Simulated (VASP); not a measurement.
HfOs3:

```
Hf Os
1.0
     3.97356    0.00000    0.00000
     0.00000    3.97356    0.00000
     0.00000    0.00000    3.97356
Hf Os
1 3
Cartesian
  0.0000 0.0000 0.0000
  1.9868 1.9868 0.0000
  1.9868 0.0000 1.9868
  0.0000 1.9868 1.9868
```

```yaml
Program: VASP 6.6.1
Task: relaxation of cell and atoms
Functional: LDA
Potentials_or_basis: VASP PAW LDA potentials, release 64 (Hf_pv, Os)
Cutoff: 600 eV
k_mesh: 6 × 6 × 6
Occupations: methfessel-paxton, width 0.1 eV
Spin: no spin polarisation
```

At the start: pressure -13.9 GPa; volume 15.68 Å³/atom.

How do energy, volume and symmetry change on relaxing?

Over 5 steps the energy falls by 32.8 meV/atom and the volume is 14.96 Å³/atom (-4.6 %); space group Pm-3m (No. 221, to 0.1 Å) before and after.

The path:
| step | energy change (eV) | largest force (eV/Å) | pressure (GPa) | volume (Å³) |
| --- | --- | --- | --- | --- |
| 1 | 0.0000 | 0.0000 | -13.92 | 62.74 |
| 2 | 1.6033 | 0.0000 | 73.95 | 51.16 |
| 3 | -0.1305 | 0.0000 | -1.03 | 60.04 |
| 4 | -0.1311 | 0.0000 | -0.22 | 59.89 |
| 5 | -0.1311 | 0.0000 | 0.09 | 59.83 |

Final structure:
```xyz
4
Lattice="3.9112 0.0000 0.0000 0.0000 3.9112 0.0000 0.0000 0.0000 3.9112" Properties=species:S:1:pos:R:3 pbc="T T T"
Hf    0.0000    0.0000    0.0000
Os    1.9556    1.9556    0.0000
Os    1.9556    0.0000    1.9556
Os    0.0000    1.9556    1.9556
```
